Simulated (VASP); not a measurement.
AlN, 12 atoms in the cell. The typed cell holds 12 atoms: a = 3.090 Å, b = 3.090 Å, c = 15.141 Å, α = 89.42°, β = 88.83°, γ = 60.00°. 

```yaml
Program: VASP 6.6.1
Task: single point
Functional: r2SCAN
Potentials_or_basis: VASP PAW PBE potentials, release 64 (Al, N)
Cutoff: 520 eV
k_mesh: 8 × 8 × 2
Occupations: gaussian, width 0.05 eV
Spin: no spin polarisation
Dipole_correction: no
Further_INCAR_settings: ALGO = Normal; EDIFF = 1e-06; NBANDS = 36
```

Potentials or basis: VASP PAW PBE potentials, release 64 (Al, N).

The run is started by

```console
$ cat potpaw_PBE.64/Al/POTCAR potpaw_PBE.64/N/POTCAR > POTCAR
$ cp INCAR.step1 INCAR
$ mpirun -np 1 vasp_std > vasp.out
$ cp INCAR.step2 INCAR
$ mpirun -np 1 vasp_std > vasp.out
```

Hardware: 1 thread of Intel(R) Xeon(R) 6975P-C (Granite Rapids) (shared host).

Question: How long does it take, and how much memory?

Answer: It took 6.8 min on 1 thread of Intel(R) Xeon(R) 6975P-C (Granite Rapids), with other jobs on the host, peak memory 0.4 GiB. Counts: k points 68.
